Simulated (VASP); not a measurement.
# TiSi2 (Immm) in VASP: further runs

The runs below take TiSi2 through single point, with PBEsol.

All numbers are computed with VASP 6.6.1; they aren't measurements. Logs are shortened: lines on timing, memory, paths and dates and some standing lists are left out, and cuts for length are marked.

## 1. The cell of the first run

Symmetry: Immm, No. 71, orthorhombic system. Conventional cell: a = 2.759 Å, b = 3.248 Å, c = 7.970 Å, α = 90.00°, β = 90.00°, γ = 90.00°. Ti (site symmetry mmm) has 10 Si at 2.53 to 2.63 Å and 4 Ti at 2.76 to 3.25 Å within 3.3 Å. Within 3.3 Å of Si (site symmetry mm2) lie 9 Si at 2.48 to 3.25 Å and 5 Ti at 2.53 to 2.63 Å.

## 2. Single point, PBEsol

File INCAR:

```
SYSTEM = TiSi2
ALGO = Normal
EDIFF = 1E-6
ENCUT = 520
GGA = PS
ISIF = 2
ISMEAR = -1
LASPH = .TRUE.
LCHARG = .TRUE.
LELF = .TRUE.
LREAL = .FALSE.
LVHAR = .TRUE.
LWAVE = .FALSE.
NBANDS = 17
NELM = 100
PREC = Accurate
SIGMA = 0.05
```

File KPOINTS:

```
k-points
0
G
  12 12 12
  0 0 0
```

File POSCAR:

```
TiSi2
1.0
   -1.3794035386      1.6240648093      3.9847684713
    1.3794035386     -1.6240648093      3.9847684713
    1.3794035386      1.6240648093     -3.9847684713
Ti Si
1 2
Direct
    0.0000000000      0.0000000000      0.0000000000
    0.6704385918      0.6704385918      0.0000000000
    0.3295614082      0.3295614082      0.0000000000
```

Potentials or basis: VASP PAW PBE potentials, release 64 (Ti_sv, Si).

Launch:

```bash
> cat potpaw_PBE.64/Ti_sv/POTCAR potpaw_PBE.64/Si/POTCAR > POTCAR
> mpirun -np 1 vasp_std > vasp.out
```

OUTCAR:

```text
SYSTEM = TiSi2
   EDIFF = 1E-6
   ENCUT = 520
   GGA = PS
   ISIF = 2
   ISMEAR = -1
   LASPH = .TRUE.
   LREAL = .FALSE.
   NELM = 100
   PREC = Accurate

 ion  position               nearest neighbor table
   1  0.000  0.000  0.000-   2 2.53   2 2.53   2 2.53   3 2.53   2 2.53   3 2.53   3 2.53   3 2.53
                             2 2.63   3 2.63
   2  0.670  0.670  0.000-   3 2.48   3 2.48   3 2.48   3 2.48   1 2.53   1 2.53   1 2.53   1 2.53
                             1 2.63   3 2.72
   3  0.330  0.330  0.000-   2 2.48   2 2.48   2 2.48   2 2.48   1 2.53   1 2.53   1 2.53   1 2.53
                             1 2.63   2 2.72

  LATTYP: Found a body centered orthorhombic cell.
 ALAT       =     2.7588070772
 B/A-ratio  =     1.1773674373
 C/A-ratio  =     2.8887619611

  Lattice vectors:

 A1 = (  -1.3794035386,   1.6240648093,   3.9847684713)
 A2 = (   1.3794035386,  -1.6240648093,   3.9847684713)
 A3 = (   1.3794035386,   1.6240648093,  -3.9847684713)

Analysis of symmetry for initial positions (statically):
=====================================================================
 Subroutine PRICEL returns:
 Original cell was already a primitive cell.

 Routine SETGRP: Setting up the symmetry group for a
 body centered orthorhombic supercell.

 Subroutine GETGRP returns: Found  8 space group operations
 (whereof  8 operations were pure point group operations)
 out of a pool of  8 trial point group operations.

The static configuration has the point symmetry D_2h.

Analysis of symmetry for dynamics (positions and initial velocities):
=====================================================================
 Subroutine PRICEL returns:
 Original cell was already a primitive cell.

 Routine SETGRP: Setting up the symmetry group for a
 body centered orthorhombic supercell.

 Subroutine GETGRP returns: Found  8 space group operations
 (whereof  8 operations were pure point group operations)
 out of a pool of  8 trial point group operations.

The dynamic configuration has the point symmetry D_2h.

 Subroutine INISYM returns: Found  8 space group operations
 (whereof  8 operations are pure point group operations),
 and found     1 'primitive' translations

----------------------------------------------------------------------------------------

                                     Primitive cell

  volume of cell :      35.7074

  direct lattice vectors                    reciprocal lattice vectors
    -1.379403539  1.624064809  3.984768471     0.000000000  0.307869487  0.125477805
     1.379403539 -1.624064809  3.984768471     0.362475509  0.000000000  0.125477805
     1.379403539  1.624064809 -3.984768471     0.362475509  0.307869487  0.000000000

  length of vectors
     4.518707824  4.518707824  4.518707824     0.332457968  0.383579424  0.475575563

  position of ions in fractional coordinates (direct lattice)
     0.000000000  0.000000000  0.000000000
     0.670438592  0.670438592  0.000000000
     0.329561408  0.329561408  0.000000000

  ion indices of the primitive-cell ions
   primitive index   ion index
                 1           1
                 2           2
                 3           3

----------------------------------------------------------------------------------------

 KPOINTS: k-points

Automatic generation of k-mesh.
 Grid dimensions read from file:
 generate k-points for:   12   12   12

 Generating k-lattice:

  Cartesian coordinates                     Fractional coordinates (reciprocal lattice)
     0.000000000  0.025655791  0.010456484     0.083333333  0.000000000  0.000000000
     0.030206292  0.000000000  0.010456484     0.000000000  0.083333333  0.000000000
     0.030206292  0.025655791  0.000000000     0.000000000  0.000000000  0.083333333

  Length of vectors
     0.027704831  0.031964952  0.039631297

  Shift w.r.t. Gamma in fractional coordinates (k-lattice)
     0.000000000  0.000000000  0.000000000

 Subroutine IBZKPT returns following result:
 ===========================================

 Found    280 irreducible k-points:

 Following reciprocal coordinates:
            Coordinates               Weight
  0.000000  0.000000  0.000000      1.000000
  0.083333  0.000000 -0.000000      4.000000
  0.166667  0.000000  0.000000      4.000000
  0.250000  0.000000  0.000000      4.000000
  0.333333  0.000000  0.000000      4.000000
  0.416667  0.000000  0.000000      4.000000
[... 16 lines left out ...]
  0.250000  0.166667 -0.000000      8.000000
  0.333333  0.166667 -0.000000      8.000000
 [... further k-points ...]
   k-points           NKPTS =    280   k-points in BZ     NKDIM =    280   number of bands    NBANDS=     17
   number of dos      NEDOS =    301   number of ions     NIONS =      3
   total plane-waves  NPLWV =  46656
   dimension x,y,z NGX =    36 NGY =   36 NGZ =   36
   dimension x,y,z NGXF=    72 NGYF=   72 NGZF=   72
   ions per type =               1   2
   NGX,Y,Z   is equivalent  to a cutoff of  13.24, 13.24, 13.24 a.u.
   NGXF,Y,Z  is equivalent  to a cutoff of  26.49, 26.49, 26.49 a.u.
 SYSTEM =  TiSi2
   PREC   = accura    normal or accurate (medium, high low for compatibility)
   ISTART =      0    job   : 0-new  1-cont  2-samecut
   ICHARG =      2    charge: 1-file 2-atom 10-const
   ISPIN  =      1    spin polarized calculation?
   LNONCOLLINEAR =      F non collinear calculations
   LSORBIT =      F    spin-orbit coupling
   LASPH  =      T    aspherical Exc in radial PAW
   ENCUT  =  520.0 eV  38.22 Ry    6.18 a.u.   8.40  8.40  8.40*2*pi/ulx,y,z
   NELM   =    100;   NELMIN=  2; NELMDL= -5     # of ELM steps
   EDIFF  = 0.1E-05   stopping-criterion for ELM
   LREAL  =      F    real-space projection
   EDIFFG = 0.1E-04   stopping-criterion for IOM
   NSW    =      0    number of steps for IOM
   IBRION =     -1    ionic relax: 0-MD 1-quasi-New 2-CG
   NFREE  =      0    steps in history (QN), initial steepest desc. (CG)
   ISIF   =      2    stress and relaxation
   ISYM   =      2    0-nonsym 1-usesym 2-fastsym
   POTIM  = 0.5000    time-step for ionic-motion
   TEBEG  =    0.0;   TEEND  =   0.0 temperature during run
   PSTRESS=    0.0 pullay stress
   NELECT =      20.0000    total number of electrons
   NUPDOWN=      -1.0000    fix difference up-down
   EMIN   =  10.00;   EMAX   =-10.00  energy-range for DOS
   EFERMI =   0.00;   METHOD = LEGACY
   ISMEAR =    -1;   SIGMA  =   0.05  broadening in eV -4-tet -1-fermi 0-gaus
   EFERMI_NEDOS =   21; number of points for ismear=-14 and -15
   IALGO  =     38    algorithm
   IMIX   =      4    mixing-type and parameters
     AMIX     =   0.40;   BMIX     =  1.00
     AMIX_MAG =   1.60;   BMIX_MAG =  1.00
  volume/ion in A,a.u.               =      11.90        80.32
  Fermi-wavevector in a.u.,A,eV,Ry     =   1.349477  2.550142 24.777418  1.821089
  Thomas-Fermi vector in A             =   2.477061
   LORBIT       =      0    0 simple, 1 ext, 2 COOP (PROOUT), +10 PAW based schemes
   GGA     = PS    functional components
   LHFCALC =     F    Hartree Fock is set to
   AEXX    =    0.0000 exact exchange contribution
   IVDW    =     0    specifies the selected vdW correction
   LEPSILON=     F    determine dielectric tensor
   LRPA    =     F    only Hartree local field effects (RPA)
 non-spin polarized calculation
  energy-cutoff  :      520.00
  volume of cell :       35.71
 maximum number of plane-waves:       976
 NGX is ok and might be reduce to    36
   NGX = 17   NGY = 17   NGZ = 17

 number of electron      19.9999998 magnetization

 Free energy of the ion-electron system (eV)
  ---------------------------------------------------
  ext. energy  EPLUGINS =         0.00000000
  ---------------------------------------------------
  free energy    TOTEN  =       -20.87034979 eV

  energy without entropy =      -20.86168917  energy(sigma->0) =      -20.86601948

 E-fermi :  12.1689     XC(G=0): -12.5688

 val. band max:       12.1679636236   @ k =  -0.1667  -0.3333   0.1667
 cond. band min:      12.1837848265   @ k =   0.1667   0.4167   0.0000
 fundamental gap:      0.0158212029
 Fermi energy:        12.1689115743

 k-point     1 :       0.0000    0.0000    0.0000
  band No.  band energies     occupation
      1     -43.3082      2.00000
      2     -19.8216      2.00000
      3     -19.7708      2.00000
      4     -19.3723      2.00000
      5      -1.6006      2.00000
      6       6.6893      2.00000
[... 9 lines left out ...]
     16      18.9737      0.00000
     17      18.9762      0.00000

 k-point     2 :       0.0833    0.0000   -0.0000
  band No.  band energies     occupation
      1     -43.3072      2.00000
      2     -19.8207      2.00000
      3     -19.7839      2.00000
      4     -19.3715      2.00000
      5      -1.4833      2.00000
      6       6.5746      2.00000
[... 9 lines left out ...]
     16      18.8644      0.00000
     17      19.1709      0.00000

 k-point     3 :       0.1667    0.0000    0.0000
  band No.  band energies     occupation
      1     -43.3045      2.00000
      2     -19.8207      2.00000
      3     -19.8170      2.00000
      4     -19.3691      2.00000
      5      -1.1369      2.00000
      6       6.1873      2.00000
[... 9 lines left out ...]
     16      18.7381      0.00000
     17      19.7379      0.00000

 k-point     4 :       0.2500    0.0000    0.0000
  band No.  band energies     occupation
      1     -43.3008      2.00000
      2     -19.8679      2.00000
      3     -19.8145      2.00000
      4     -19.3659      2.00000
      5      -0.5769      2.00000
      6       5.4069      2.00000
[... 9 lines left out ...]
     16      19.5451      0.00000
     17      20.8089      0.00000
[... 343 lines left out ...]
      1     -43.2838      2.00000
      2     -19.8019      2.00000
      3     -19.7963      2.00000
      4     -19.5370      2.00000
      5      -0.4331      2.00000
      6       5.7675      2.00000
[... 9 lines left out ...]
     16      18.9136      0.00000
     17      19.8791      0.00000

 k-point    23 :       0.2500    0.1667   -0.0000
  band No.  band energies     occupation
      1     -43.2802      2.00000
      2     -19.8446      2.00000
      3     -19.7963      2.00000
      4     -19.5323      2.00000
      5       0.1455      2.00000
      6       5.2782      2.00000
[... 9 lines left out ...]
     16      19.0962      0.00000
     17      21.1511      0.00000

 k-point    24 :       0.3333    0.1667   -0.0000
  band No.  band energies     occupation
      1     -43.2766      2.00000
      2     -19.8902      2.00000
      3     -19.7920      2.00000
      4     -19.5277      2.00000
      5       0.8920      2.00000
      6       4.4914      2.00000
[... 9 lines left out ...]
     16      18.7630      0.00000
     17      21.2356      0.00000

 [... further k-points ...]

------------------------ aborting loop because EDIFF is reached ----------------------------------------

  FORCE on cell =-STRESS in cart. coord.  units (eV):
  Direction    XX          YY          ZZ          XY          YZ          ZX
  --------------------------------------------------------------------------------------
  -------------------------------------------------------------------------------------
  Total        6.7005637      6.7177862      6.7018885      0.0000000      0.0000000      0.0000000
  in kB      300.6520341    301.4248027    300.7114791      0.0000000      0.0000000      0.0000000
  external PRESSURE =     300.9294386 kB  Pullay stress =       0.0000000 kB

 VOLUME and BASIS-vectors are now :
 -----------------------------------------------------------------------------
  energy-cutoff  :      520.00
  volume of cell :       35.71
      direct lattice vectors                 reciprocal lattice vectors
    -1.379403539  1.624064809  3.984768471     0.000000000  0.307869487  0.125477805
     1.379403539 -1.624064809  3.984768471     0.362475509  0.000000000  0.125477805
     1.379403539  1.624064809 -3.984768471     0.362475509  0.307869487  0.000000000

 POSITION                                       TOTAL-FORCE (eV/Angst)
 -----------------------------------------------------------------------------------
      0.00000      0.00000      0.00000         0.000000      0.000000      0.000000
      0.00000      0.00000      5.34309         0.000000     -0.000000     -0.006212
      0.00000      0.00000      2.62645        -0.000000      0.000000      0.006212
 -----------------------------------------------------------------------------------
    total drift:                               -0.000000      0.000000      0.000000

  FREE ENERGIE OF THE ION-ELECTRON SYSTEM (eV)
  ---------------------------------------------------
  free  energy   TOTEN  =       -20.8703497870 eV

  energy  without entropy=      -20.8616891678  energy(sigma->0) =      -20.86601948
```

It took 6.5 min on 1 thread of Intel Xeon 8259CL, shared host; peak memory 0.32 GiB.

Results:

```
Free energy            : -20.8703 eV
Pressure               : 30.1 GPa
Largest force          : 0.006 eV/Å
Band gap on the k mesh : zero (bands 10 and 11 overlap by 2.89 eV)
```

Forces on the atoms (eV/Å):
```
Ti   0.000  0.000  0.000
Si   0.000  0.000 -0.006
Si   0.000  0.000  0.006
```

Levels at points of the mesh, in eV from the Fermi level:
```csv
k point,band 6,band 7,band 8,band 9,band 10,band 11,band 12,band 13,band 14,band 15
"(0.00, 0.00, 0.00)",-5.48,-3.99,-2.59,-0.92,1.12,2.13,2.99,3.74,4.69,4.90
"(0.50, 0.00, 0.00)",-10.04,-4.73,-4.08,-0.90,1.29,2.50,3.15,4.44,4.50,6.65
"(0.00, 0.50, 0.00)",-8.61,-3.78,-3.71,-1.19,-0.63,0.98,3.12,4.25,4.70,5.64
"(0.50, 0.50, 0.00)",-6.18,-5.69,-4.40,-3.28,-1.67,-0.47,3.58,3.62,3.67,4.55
"(0.50, 0.50, 0.50)",-9.54,-1.75,-1.42,-0.62,0.44,2.48,3.06,3.33,4.44,4.66
```

Caveat: the cell stands under pressure; the PAW data sets were made with another functional, which shifts forces and pressure a little.

## 3. Single point, PBEsol

This run uses another cell than the first one, of 12.40 Å³/atom.

File INCAR:

```
PREC     = Accurate       # precision mode
ENCUT    = 520            # plane-wave cutoff, eV
EDIFF    = 1E-6           # SCF threshold, eV
ISMEAR   = -1             # smearing method
SIGMA    = 0.05           # smearing width, eV
LREAL    = F              # projectors in reciprocal space
LASPH    = T              # aspherical terms in the spheres
NELM     = 80             # most SCF steps
ALGO     = Normal         # electronic algorithm
ISIF     = 2              # what is computed and relaxed
LWAVE    = F              # write WAVECAR
LCHARG   = F              # write CHGCAR
GGA      = PS             # functional
NBANDS   = 17             # bands
```

File KPOINTS:

```
regular mesh
0
Gamma
  12 12 12
```

File POSCAR:

```
TiSi2
1.0
   -1.4023026564      1.6439906634      4.0333125303
    1.4023026564     -1.6439906634      4.0333125303
    1.4023026564      1.6439906634     -4.0333125303
Ti Si
1 2
Direct
    0.0000000000      0.0000000000      0.0000000000
    0.6702625773      0.6702625773      0.0000000000
    0.3297374227      0.3297374227      0.0000000000
```

Potentials or basis: VASP PAW PBE potentials, release 64 (Ti_sv, Si).

Launch:

```bash
> cat potpaw_PBE.64/Ti_sv/POTCAR potpaw_PBE.64/Si/POTCAR > POTCAR
> mpirun -np 1 vasp_std > vasp.out
```

It took 6.4 min on 1 thread of Intel Xeon 8259CL, shared host; peak memory 0.33 GiB.

It converged, with:

- Free energy: -21.1019 eV
- Pressure: 20.1 GPa
- Largest force: 0.004 eV/Å
- Band gap on the k mesh: zero (bands 10 and 11 overlap by 2.79 eV)

Forces in eV/Å, atoms in the order of the input:
```
Ti   0.000  0.000  0.000
Si   0.000  0.000 -0.004
Si   0.000  0.000  0.004
```

Levels at points of the mesh, in eV from the Fermi level:
```csv
k point,band 6,band 7,band 8,band 9,band 10,band 11,band 12,band 13,band 14,band 15
"(0.00, 0.00, 0.00)",-5.30,-4.01,-2.46,-0.84,1.01,2.15,2.84,3.59,4.48,4.72
"(0.50, 0.00, 0.00)",-9.80,-4.63,-3.99,-0.84,1.19,2.38,3.02,4.24,4.41,6.34
"(0.00, 0.50, 0.00)",-8.51,-3.75,-3.62,-1.12,-0.57,0.99,3.05,4.06,4.57,5.29
"(0.50, 0.50, 0.00)",-5.95,-5.54,-4.46,-3.18,-1.57,-0.53,3.37,3.45,3.56,4.29
"(0.50, 0.50, 0.50)",-9.37,-1.62,-1.38,-0.54,0.46,2.35,2.91,3.08,4.29,4.52
```

Caveat: the cell stands under pressure; the PAW data sets were made with another functional, which shifts forces and pressure a little.

## 4. Single point, PBEsol

This run uses another cell than the first one, of 13.01 Å³/atom.

File INCAR:

```
SYSTEM = TiSi2
ALGO     = Normal         ! electronic algorithm
EDIFF    = 1E-6           ! SCF threshold, eV
ENCUT    = 520            ! plane-wave cutoff, eV
GGA      = PS             ! functional
ISIF     = 2              ! what is computed and relaxed
ISMEAR   = -1             ! smearing method
LASPH    = .True.         ! aspherical terms in the spheres
LCHARG   = .False.        ! write CHGCAR
LREAL    = .False.        ! projectors in reciprocal space
LWAVE    = .False.        ! write WAVECAR
NBANDS   = 17             ! bands
NELM     = 80             ! most SCF steps
PREC     = Accurate       ! precision mode
SIGMA    = 0.05           ! smearing width, eV
```

File KPOINTS:

```
k-points
0
Gamma
  12 12 12
  0 0 0
```

File POSCAR:

```
TiSi2
1.0
   -1.4296197987      1.6680890586      4.0915391887
    1.4296197987     -1.6680890586      4.0915391887
    1.4296197987      1.6680890586     -4.0915391887
Ti Si
1 2
Direct
    0.0000000000      0.0000000000      0.0000000000
    0.6699536948      0.6699536948      0.0000000000
    0.3300463052      0.3300463052      0.0000000000
```

Launch:

```bash
> cat potpaw_PBE.64/Ti_sv/POTCAR potpaw_PBE.64/Si/POTCAR > POTCAR
> mpirun -np 1 vasp_std > vasp.out
```

It took 6.5 min on 1 thread of Intel Xeon 8259CL, shared host; peak memory 0.34 GiB.

The run converged. Its results:

| Item | Value |
| --- | --- |
| Free energy | -21.2730 eV |
| Pressure | 10.1 GPa |
| Band gap on the k mesh | zero (bands 10 and 11 overlap by 2.60 eV) |

Forces on the atoms (eV/Å):
```
Ti   0.000  0.000  0.000
Si   0.000  0.000 -0.003
Si   0.000  0.000  0.003
```

Levels at points of the mesh, in eV from the Fermi level:
```tsv
k point	band 8	band 9	band 10	band 11	band 12	band 13
(0.00, 0.00, 0.00)	-2.33	-0.75	0.89	2.15	2.67	3.41
(0.50, 0.00, 0.00)	-3.89	-0.77	1.07	2.25	2.86	4.00
(0.00, 0.50, 0.00)	-3.53	-1.05	-0.52	0.99	2.97	3.82
(0.50, 0.50, 0.00)	-4.53	-3.07	-1.46	-0.59	3.16	3.26
(0.50, 0.50, 0.50)	-1.33	-0.45	0.47	2.20	2.74	2.81
```

Caveat: the cell stands under pressure; the PAW data sets were made with another functional, which shifts forces and pressure a little.

## 5. The runs side by side

| cell | gap on the mesh (eV) | pressure (GPa) |
| --- | --- | --- |
| a = 4.519 Å, angles 144.5, 137.9, 56.3°, 3 atoms, atomic positions A | none | 30.1 |
| a = 4.576 Å, angles 144.3, 137.9, 56.4°, 3 atoms, atomic positions B | none | 20.1 |
| a = 4.644 Å, angles 144.1, 137.9, 56.5°, 3 atoms, atomic positions C | none | 10.1 |

Alike in all rows: task single point; level PBEsol; potentials or basis VASP PAW PBE potentials, release 64 (Ti_sv, Si); no spin polarisation; k mesh 12 × 12 × 12; cutoff (eV) 520; smearing fermi-dirac 0.05 eV.

Caveats: the cell stands under pressure; the PAW data sets were made with another functional, which shifts forces and pressure a little.

Total energies depend on the potentials used, so only differences within one code and one set of settings carry meaning.
